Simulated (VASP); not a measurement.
# Pb (Fm-3m) in VASP: settings compared

Aim: see how the results for Pb move with the level of theory and the settings. Levels: pbe exchange, lyp correlation, HSE06. Tasks: single point.

All numbers are computed with VASP 6.6.1; they aren't measurements. Logs are shortened: lines on timing, memory, paths and dates and some standing lists are left out, and cuts for length are marked.

### 1 The cell of the first run

It takes space group Fm-3m (No. 225, cubic). The conventional cell has a = 5.015 Å, b = 5.015 Å, c = 5.015 Å, α = 90.00°, β = 90.00°, γ = 90.00°. Pb (site symmetry m-3m) has 12 Pb at 3.55 Å within 4.7 Å.

### 2 Single point, pbe exchange, lyp correlation, collinear spin, zero start (31.54 Å³/atom)

File INCAR:

```
PREC = Accurate
ENCUT = 500
EDIFF = 1E-6
ISMEAR = -5
SIGMA = 0.05
LREAL = F
LASPH = T
NELM = 200
ALGO = Normal
ISIF = 2
LWAVE = F
LCHARG = T
ISPIN = 2
MAGMOM = 0
LORBIT = 11
NUPDOWN = 0.0
GGA = LIBXC
LIBXC1 = GGA_X_PBE
LIBXC2 = GGA_C_LYP
LELF = T
LVHAR = T
NBANDS = 17
GGA_COMPAT = F
```

File KPOINTS:

```
Automatic mesh
0
Gamma
  9 9 9
```

File POSCAR:

```
Pb
1.0
    0.0000000000      2.5075897876      2.5075897876
    2.5075897876      0.0000000000      2.5075897876
    2.5075897876      2.5075897876      0.0000000000
Pb
1
Direct
    0.0000000000      0.0000000000      0.0000000000
```

Potentials or basis: VASP PAW PBE potentials, release 64 (Pb_d).

Launch:

```sh
$ cat potpaw_PBE.64/Pb_d/POTCAR > POTCAR
$ mpirun -np 1 vasp_std > vasp.out
```

OUTCAR:

```text
PREC = Accurate
   ENCUT = 500
   EDIFF = 1E-6
   ISMEAR = -5
   LREAL = F
   LASPH = T
   NELM = 200
   ISIF = 2
   ISPIN = 2
   LORBIT = 11
   NUPDOWN = 0.0
   GGA = LIBXC

 ion  position               nearest neighbor table
   1  0.000  0.000  0.000-

  LATTYP: Found a face centered cubic cell.
 ALAT       =     5.0151795752

  Lattice vectors:

 A1 = (   0.0000000000,   2.5075897876,   2.5075897876)
 A2 = (   2.5075897876,   0.0000000000,   2.5075897876)
 A3 = (   2.5075897876,   2.5075897876,   0.0000000000)

Analysis of symmetry for initial positions (statically):
=====================================================================
 Subroutine PRICEL returns:
 Original cell was already a primitive cell.

 Routine SETGRP: Setting up the symmetry group for a
 face centered cubic supercell.

 Subroutine GETGRP returns: Found 48 space group operations
 (whereof 48 operations were pure point group operations)
 out of a pool of 48 trial point group operations.

The static configuration has the point symmetry O_h .

Analysis of symmetry for dynamics (positions and initial velocities):
=====================================================================
 Subroutine PRICEL returns:
 Original cell was already a primitive cell.

 Routine SETGRP: Setting up the symmetry group for a
 face centered cubic supercell.

 Subroutine GETGRP returns: Found 48 space group operations
 (whereof 48 operations were pure point group operations)
 out of a pool of 48 trial point group operations.

The dynamic configuration has the point symmetry O_h .

Analysis of structural, dynamic, and magnetic symmetry:
=====================================================================
 Subroutine PRICEL returns:
 Original cell was already a primitive cell.

 Routine SETGRP: Setting up the symmetry group for a
 face centered cubic supercell.

 Subroutine GETGRP returns: Found 48 space group operations
 (whereof 48 operations were pure point group operations)
 out of a pool of 48 trial point group operations.

The overall configuration has the point symmetry O_h .

 Subroutine INISYM returns: Found 48 space group operations
 (whereof 48 operations are pure point group operations),
 and found     1 'primitive' translations

----------------------------------------------------------------------------------------

                                     Primitive cell

  volume of cell :      31.5355

  direct lattice vectors                    reciprocal lattice vectors
     0.000000000  2.507589788  2.507589788    -0.199394655  0.199394655  0.199394655
     2.507589788  0.000000000  2.507589788     0.199394655 -0.199394655  0.199394655
     2.507589788  2.507589788  0.000000000     0.199394655  0.199394655 -0.199394655

  length of vectors
     3.546267486  3.546267486  3.546267486     0.345361673  0.345361673  0.345361673

  position of ions in fractional coordinates (direct lattice)
     0.000000000  0.000000000  0.000000000

  ion indices of the primitive-cell ions
   primitive index   ion index
                 1           1

----------------------------------------------------------------------------------------

 KPOINTS: Automatic mesh

Automatic generation of k-mesh.
 Grid dimensions read from file:
 generate k-points for:    9    9    9

 Generating k-lattice:

  Cartesian coordinates                     Fractional coordinates (reciprocal lattice)
    -0.022154962  0.022154962  0.022154962     0.111111111  0.000000000  0.000000000
     0.022154962 -0.022154962  0.022154962     0.000000000  0.111111111  0.000000000
     0.022154962  0.022154962 -0.022154962     0.000000000  0.000000000  0.111111111

  Length of vectors
     0.038373519  0.038373519  0.038373519

  Shift w.r.t. Gamma in fractional coordinates (k-lattice)
     0.000000000  0.000000000  0.000000000

 TETIRR: Found    115 inequivalent tetrahedra from     4374

 Subroutine IBZKPT returns following result:
 ===========================================

 Found     35 irreducible k-points:

 Following reciprocal coordinates:
            Coordinates               Weight
  0.000000  0.000000  0.000000      1.000000
  0.111111  0.000000  0.000000      8.000000
  0.222222  0.000000  0.000000      8.000000
  0.333333  0.000000  0.000000      8.000000
  0.444444  0.000000  0.000000      8.000000
  0.111111  0.111111  0.000000      6.000000
[... 16 lines left out ...]
 -0.333333  0.333333  0.000000     12.000000
  0.444444  0.444444  0.000000      6.000000
 [... further k-points ...]
   k-points           NKPTS =     35   k-points in BZ     NKDIM =     35   number of bands    NBANDS=     17
   number of dos      NEDOS =    301   number of ions     NIONS =      1
   total plane-waves  NPLWV =  21952
   dimension x,y,z NGX =    28 NGY =   28 NGZ =   28
   dimension x,y,z NGXF=    56 NGYF=   56 NGZF=   56
   ions per type =               1
   NGX,Y,Z   is equivalent  to a cutoff of  13.13, 13.13, 13.13 a.u.
   NGXF,Y,Z  is equivalent  to a cutoff of  26.25, 26.25, 26.25 a.u.
 SYSTEM =  unknown system
   PREC   = accura    normal or accurate (medium, high low for compatibility)
   ISTART =      0    job   : 0-new  1-cont  2-samecut
   ICHARG =      2    charge: 1-file 2-atom 10-const
   ISPIN  =      2    spin polarized calculation?
   LNONCOLLINEAR =      F non collinear calculations
   LSORBIT =      F    spin-orbit coupling
   LASPH  =      T    aspherical Exc in radial PAW
   ENCUT  =  500.0 eV  36.75 Ry    6.06 a.u.   6.47  6.47  6.47*2*pi/ulx,y,z
   NELM   =    200;   NELMIN=  2; NELMDL= -5     # of ELM steps
   EDIFF  = 0.1E-05   stopping-criterion for ELM
   LREAL  =      F    real-space projection
   EDIFFG = 0.1E-04   stopping-criterion for IOM
   NSW    =      0    number of steps for IOM
   IBRION =     -1    ionic relax: 0-MD 1-quasi-New 2-CG
   NFREE  =      0    steps in history (QN), initial steepest desc. (CG)
   ISIF   =      2    stress and relaxation
   ISYM   =      2    0-nonsym 1-usesym 2-fastsym
   POTIM  = 0.5000    time-step for ionic-motion
   TEBEG  =    0.0;   TEEND  =   0.0 temperature during run
   PSTRESS=    0.0 pullay stress
   NELECT =      14.0000    total number of electrons
   NUPDOWN=       0.0000    fix difference up-down
   EMIN   =  10.00;   EMAX   =-10.00  energy-range for DOS
   EFERMI =   0.00;   METHOD = LEGACY
   ISMEAR =    -5;   SIGMA  =   0.05  broadening in eV -4-tet -1-fermi 0-gaus
   EFERMI_NEDOS =   21; number of points for ismear=-14 and -15
   IALGO  =     38    algorithm
   IMIX   =      4    mixing-type and parameters
     AMIX     =   0.40;   BMIX     =  1.00
     AMIX_MAG =   1.60;   BMIX_MAG =  1.00
  volume/ion in A,a.u.               =      31.54       212.81
  Fermi-wavevector in a.u.,A,eV,Ry     =   1.248871  2.360025 21.220728  1.559680
  Thomas-Fermi vector in A             =   2.382938
   LORBIT       =     11    0 simple, 1 ext, 2 COOP (PROOUT), +10 PAW based schemes
   GGA     = LIBXC    functional components
   LHFCALC =     F    Hartree Fock is set to
   AEXX    =    0.0000 exact exchange contribution
   IVDW    =     0    specifies the selected vdW correction
   LEPSILON=     F    determine dielectric tensor
   LRPA    =     F    only Hartree local field effects (RPA)
 spin polarized calculation
 Fermi weights with tetrahedron method with Bloechl corrections
  energy-cutoff  :      500.00
  volume of cell :       31.54
 maximum number of plane-waves:       821
 NGX is ok and might be reduce to    28
   NGX = 13   NGY = 13   NGZ = 13

 number of electron      14.0000002 magnetization      -0.0000000

 number of electron      14.0000002 magnetization       0.0000000

 Free energy of the ion-electron system (eV)
  ---------------------------------------------------
  ext. energy  EPLUGINS =         0.00000000
  ---------------------------------------------------
  free energy    TOTEN  =        -2.91858016 eV

  energy without entropy =       -2.91858016  energy(sigma->0) =       -2.91858016

 E-fermi :   7.4363     XC(G=0):  -9.3720

 val. band max:        7.1939881567   @ k =   0.3333   0.3333   0.0000
 cond. band min:       7.2714051368   @ k =  -0.2222   0.3333   0.1111
 fundamental gap:      0.0774169800
 Fermi energy:         7.4363062817

 spin component 1

 k-point     1 :       0.0000    0.0000    0.0000
  band No.  band energies     occupation
      1      -9.7021      1.00000
      2      -9.7021      1.00000
      3      -9.7021      1.00000
      4      -9.5771      1.00000
      5      -9.5771      1.00000
      6      -4.1922      1.00000
[... 9 lines left out ...]
     16      21.9613      0.00000
     17      21.9613      0.00000

 k-point     2 :       0.1111    0.0000    0.0000
  band No.  band energies     occupation
      1      -9.7020      1.00000
      2      -9.6873      1.00000
      3      -9.6873      1.00000
      4      -9.5770      1.00000
      5      -9.5770      1.00000
      6      -3.9666      1.00000
[... 9 lines left out ...]
     16      21.2046      0.00000
     17      22.1398      0.00000
[... 421 lines left out ...]
 k-point    24 :       0.4444    0.4444    0.0000
  band No.  band energies     occupation
      1      -9.8400      1.00000
      2      -9.7551      1.00000
      3      -9.4693      1.00000
      4      -9.4343      1.00000
      5      -9.4343      1.00000
      6       0.0398      1.00000
[... 9 lines left out ...]
     16      29.5626      0.00000
     17      29.6345      0.00000

 [... further k-points ...]

 spin component 2

 k-point     1 :       0.0000    0.0000    0.0000
  band No.  band energies     occupation
      1      -9.7020      1.00000
      2      -9.7020      1.00000
      3      -9.7020      1.00000
      4      -9.5771      1.00000
      5      -9.5771      1.00000
      6      -4.1922      1.00000
[... 9 lines left out ...]
     16      21.9613      0.00000
     17      21.9613      0.00000

 k-point     2 :       0.1111    0.0000    0.0000
  band No.  band energies     occupation
      1      -9.7020      1.00000
      2      -9.6873      1.00000
      3      -9.6873      1.00000
      4      -9.5769      1.00000
      5      -9.5769      1.00000
      6      -3.9666      1.00000
[... 9 lines left out ...]
     16      21.2046      0.00000
     17      22.1398      0.00000
[... 421 lines left out ...]
 k-point    24 :       0.4444    0.4444    0.0000
  band No.  band energies     occupation
      1      -9.8400      1.00000
      2      -9.7551      1.00000
      3      -9.4692      1.00000
      4      -9.4342      1.00000
      5      -9.4342      1.00000
      6       0.0398      1.00000
[... 9 lines left out ...]
     16      29.5626      0.00000
     17      29.5637      0.00000

 [... further k-points ...]

------------------------ aborting loop because EDIFF is reached ----------------------------------------

  FORCE on cell =-STRESS in cart. coord.  units (eV):
  Direction    XX          YY          ZZ          XY          YZ          ZX
  --------------------------------------------------------------------------------------
  -------------------------------------------------------------------------------------
  Total        0.8228441      0.8228441      0.8228441      0.0000000      0.0000000      0.0000000
  in kB       41.8050450     41.8050450     41.8050450      0.0000000      0.0000000      0.0000000
  external PRESSURE =      41.8050450 kB  Pullay stress =       0.0000000 kB

 VOLUME and BASIS-vectors are now :
 -----------------------------------------------------------------------------
  energy-cutoff  :      500.00
  volume of cell :       31.54
      direct lattice vectors                 reciprocal lattice vectors
     0.000000000  2.507589788  2.507589788    -0.199394655  0.199394655  0.199394655
     2.507589788  0.000000000  2.507589788     0.199394655 -0.199394655  0.199394655
     2.507589788  2.507589788  0.000000000     0.199394655  0.199394655 -0.199394655

 POSITION                                       TOTAL-FORCE (eV/Angst)
 -----------------------------------------------------------------------------------
      0.00000      0.00000      0.00000         0.000000      0.000000     -0.000000
 -----------------------------------------------------------------------------------
    total drift:                               -0.000000     -0.000000     -0.000000

  FREE ENERGIE OF THE ION-ELECTRON SYSTEM (eV)
  ---------------------------------------------------
  free  energy   TOTEN  =        -2.9185801590 eV

  energy  without entropy=       -2.9185801590  energy(sigma->0) =       -2.91858016

 total charge

# of ion       s       p       d       tot
------------------------------------------
    1        1.410   0.747   9.807  11.964

 magnetization (x)

# of ion       s       p       d       tot
------------------------------------------
    1       -0.000  -0.000   0.000  -0.000
```

It took 16 s on 1 thread of Intel Xeon 6975P-C (Granite Rapids), shared host; peak memory 0.18 GiB.

What came out:

* Free energy: -2.9186 eV
* Pressure: 4.2 GPa
* Net moment: 0.00 μB per cell
* Valence electrons inside the program's atomic spheres: Pb 11.96

Caveat: the cell stands under pressure; the PAW data sets were made with another functional, which shifts forces and pressure a little; spin-orbit coupling is left out, which moves the levels of the heavy elements; the total moment is fixed, so each spin has its own Fermi level.

### 3 Single point, pbe exchange, lyp correlation, collinear spin, zero start (32.14 Å³/atom)

This run uses another cell than the first one, of 32.14 Å³/atom.

File INCAR:

```
ALGO     = Normal         # electronic algorithm
EDIFF    = 1E-6           # SCF threshold, eV
ENCUT    = 500            # plane-wave cutoff, eV
GGA      = LIBXC          # functional
GGA_COMPAT= False        
ISIF     = 2              # what is computed and relaxed
ISMEAR   = -5             # smearing method
ISPIN    = 2              # spin polarisation
LASPH    = True           # aspherical terms in the spheres
LCHARG   = False          # write CHGCAR
LIBXC1   = GGA_X_PBE    
LIBXC2   = GGA_C_LYP    
LORBIT   = 11             # projections on sites
LREAL    = False          # projectors in reciprocal space
LWAVE    = False          # write WAVECAR
MAGMOM   = 0              # initial moments
NBANDS   = 17             # bands
NELM     = 200            # most SCF steps
NUPDOWN  = 0.0            # fixed moment
PREC     = Accurate       # precision mode
SIGMA    = 0.05           # smearing width, eV
```

File KPOINTS:

```
k-points
0
Gamma
  9 9 9
```

File POSCAR:

```
Pb
1.0
    0.0000000000      2.5235621278      2.5235621278
    2.5235621278      0.0000000000      2.5235621278
    2.5235621278      2.5235621278      0.0000000000
Pb
1
Direct
    0.0000000000      0.0000000000      0.0000000000
```

Potentials or basis: VASP PAW PBE potentials, release 64 (Pb_d).

Launch:

```sh
$ cat potpaw_PBE.64/Pb_d/POTCAR > POTCAR
$ mpirun -np 1 vasp_std > vasp.out
```

Run time: 19 s. Hardware: 1 thread of Intel Xeon 6975P-C (Granite Rapids), shared host; peak memory 0.18 GiB.

Results (log left out):

* Free energy: -2.9321 eV
* Pressure: 3.3 GPa
* Net moment: 0.00 μB per cell
* Valence electrons inside the program's atomic spheres: Pb 11.96

Caveat: the cell stands under pressure; the PAW data sets were made with another functional, which shifts forces and pressure a little; spin-orbit coupling is left out, which moves the levels of the heavy elements; the total moment is fixed, so each spin has its own Fermi level.

### 4 Single point, HSE06

This run uses another cell than the first one, of 32.14 Å³/atom.

POSCAR is that of step 3.

File INCAR.step1:

```
SYSTEM = Pb
PREC     = Accurate       ! precision mode
ENCUT    = 520            ! plane-wave cutoff, eV
EDIFF    = 1E-5           ! SCF threshold, eV
ISMEAR   = -1             ! smearing method
SIGMA    = 0.05           ! smearing width, eV
LREAL    = .FALSE.        ! projectors in reciprocal space
LASPH    = .TRUE.         ! aspherical terms in the spheres
NELM     = 100            ! most SCF steps
ALGO     = Normal         ! electronic algorithm
ISIF     = 2              ! what is computed and relaxed
LWAVE    = .TRUE.         ! write WAVECAR
GGA      = PE             ! functional
NBANDS   = 13             ! bands
```

File INCAR.step2:

```
SYSTEM = Pb
PREC     = Accurate       ! precision mode
ENCUT    = 520            ! plane-wave cutoff, eV
EDIFF    = 1E-6           ! SCF threshold, eV
ISMEAR   = -1             ! smearing method
SIGMA    = 0.05           ! smearing width, eV
LREAL    = .FALSE.        ! projectors in reciprocal space
LASPH    = .TRUE.         ! aspherical terms in the spheres
NELM     = 100            ! most SCF steps
ALGO     = Normal         ! electronic algorithm
ISIF     = 2              ! what is computed and relaxed
LWAVE    = .FALSE.        ! write WAVECAR
LCHARG   = .TRUE.         ! write CHGCAR
GGA      = PE             ! functional
LHFCALC  = .TRUE.         ! exact exchange
HFSCREEN = 0.2079         ! screening, 1/A
PRECFOCK = Normal       
LELF     = .TRUE.         ! ELF
LVHAR    = .TRUE.       
ISTART   = 1            
NBANDS   = 13             ! bands
```

File KPOINTS:

```
Automatic mesh
0
G
  5 5 5
  0 0 0
```

Launch:

```sh
$ cat potpaw_PBE.64/Pb_d/POTCAR > POTCAR
$ cp INCAR.step1 INCAR
$ mpirun -np 1 vasp_std > vasp.out
$ cp INCAR.step2 INCAR
$ mpirun -np 1 vasp_std > vasp.out
```

Wall time 7.9 min (1 thread of Intel Xeon Platinum 8488C (Sapphire Rapids), shared host); peak memory 0.26 GiB.

The run converged. Its results:

```yaml
Free_energy: -4.0397 eV
Pressure: -2.1 GPa
Band_gap_on_the_k_mesh: zero (bands 7 and 8 overlap by 8.31 eV)
```

Levels at points of the mesh, in eV from the Fermi level:
```csv
k point,band 4,band 5,band 6,band 7,band 8,band 9,band 10,band 11
"(0.00, 0.00, 0.00)",-18.58,-18.58,-12.39,7.99,7.99,7.99,10.70,11.66
```

Caveat: the k points lie up to 0.43 Å⁻¹ apart, too coarse for converged energies and pressures of a metal; the PAW data sets were made with another functional, which shifts forces and pressure a little; spin-orbit coupling is left out, which moves the levels of the heavy elements.

### 5 Overview

| level | spin | fixed moment (μB) | cell | k mesh | cutoff (eV) | smearing | grid for exact exchange (PRECFOCK) | share of exact exchange | screening parameter | pressure (GPa) | moment (μB) |
| --- | --- | --- | --- | --- | --- | --- | --- | --- | --- | --- | --- |
| pbe exchange, lyp correlation | collinear, zero start | 0.0 | a = 3.546 Å, angles 60.0°, 1 atom | 9 × 9 × 9 | 500 | tetrahedron | - | - | - | 4.2 | 0.00 |
| pbe exchange, lyp correlation | collinear, zero start | 0.0 | a = 3.569 Å, angles 60.0°, 1 atom | 9 × 9 × 9 | 500 | tetrahedron | - | - | - | 3.3 | 0.00 |
| HSE06 | off | - | a = 3.569 Å, angles 60.0°, 1 atom | 5 × 5 × 5 | 520 | fermi-dirac 0.05 eV | Normal | 0.25 | 0.2079 1/Å | -2.1 | - |

Alike in all rows: task single point; potentials or basis VASP PAW PBE potentials, release 64 (Pb_d).

Caveats: some runs use coarse meshes; the PAW data sets were made with another functional, which shifts forces and pressure a little; spin-orbit coupling is left out, which moves the levels of the heavy elements; the cell stands under pressure (at least some runs); the total moment is fixed, so each spin has its own Fermi level (at least some runs).

Total energies depend on the potentials used, so only differences within one code and one set of settings carry meaning.
